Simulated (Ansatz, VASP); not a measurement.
# Ti2NbC3: VASP beside Ansatz

```xyz
6
Lattice="0.0000 4.2282 3.0146 3.0221 0.0000 3.0146 3.0221 4.2282 0.0000" Properties=species:S:1:pos:R:3 pbc="T T T"
Ti    4.5332    6.3423    4.5219
Ti    1.5111    2.1141    1.5073
Nb    0.0000    0.0000    0.0000
C     1.5111    0.0000    1.5073
C     1.5111    4.2282    1.5073
C     3.0221    4.2282    3.0146
```

Alike in both runs: functional PBE; k mesh 4 × 4 × 4; occupations gaussian, width 0.1 eV; no spin polarisation.

Ansatz relaxed the structure, and its values are those at the end. VASP's run is a single point on that final structure, the one shown.

```csv
,VASP,Ansatz
version,VASP 6.6.1,Ansatz 0.2.0
potentials or method,"VASP PAW PBE potentials, release 64 (Ti_sv, Nb_sv, C), cutoff 520 eV","scalar-relativistic, plane waves, PAW"
valence electrons in the cell,49,49
```

VASP gave:

```
gap on the k mesh at the Fermi level (eV) : none
pressure (GPa)                            : -0.3
```

Task: Estimate Ansatz's values.

Result: gap on the k mesh at the Fermi level (eV): none; pressure (GPa): -0.2.

A gap of «none» marks a metal or a gap that the smearing closes.

The k mesh is coarse, so the values compare programs but aren't converged.
